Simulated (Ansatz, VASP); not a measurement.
## MgO: VASP beside Ansatz

```
Mg O
1.0
    -3.45178    0.00000    0.00000
    -1.72589   -2.98933    0.00000
    -3.06825   -1.99289   12.41895
Mg O
6 6
Direct
  0.62036 0.61110 0.08335
  0.43518 0.38888 0.41668
  0.24999 0.16666 0.75002
  0.82406 0.72221 0.91668
  0.19444 0.16666 0.25002
  0.00925 0.94443 0.58335
  0.15740 0.05554 0.91668
  0.52777 0.49999 0.25002
  0.34258 0.27777 0.58335
  0.28703 0.27777 0.08335
  0.10184 0.05554 0.41668
  0.91666 0.83332 0.75002
```

Alike in both runs: task single point; functional LDA; k mesh 8 × 8 × 2; occupations gaussian, width 0.05 eV; no spin polarisation.

|  | VASP | Ansatz |
| --- | --- | --- |
| version | VASP 6.6.1 | Ansatz 0.2.0 |
| potentials or method | VASP PAW LDA potentials, release 64 (Mg, O), cutoff 520 eV | scalar-relativistic, plane waves, PAW |
| valence electrons in the cell | 48 | 96 |

|  | VASP | Ansatz | Ansatz less VASP |
| --- | --- | --- | --- |
| gap on the k mesh at the Fermi level (eV) | 2.97 | 2.99 | +0.018 |
| least direct gap on the mesh (eV) | 2.97 | 2.99 | +0.018 |
| pressure (GPa) | -1.1 | 0.6 | +1.67 |
| traceless stress, the component that is largest in VASP (GPa) | 11.11 | 10.85 | -0.259 |
| rms of the force components (eV/Å) | 1.080 | 1.046 | -0.0340 |

Ansatz warns that its potentials were made for another functional, while VASP's fit it. LDA's correlation is that of Perdew and Zunger in VASP and of Perdew and Wang (1992) in Ansatz. Atom by atom the forces differ by 0.035 eV/Å (rms over components). VASP's potentials hold 48 valence electrons a cell and Ansatz's 96, so a difference there can come from the potentials and not from the codes.
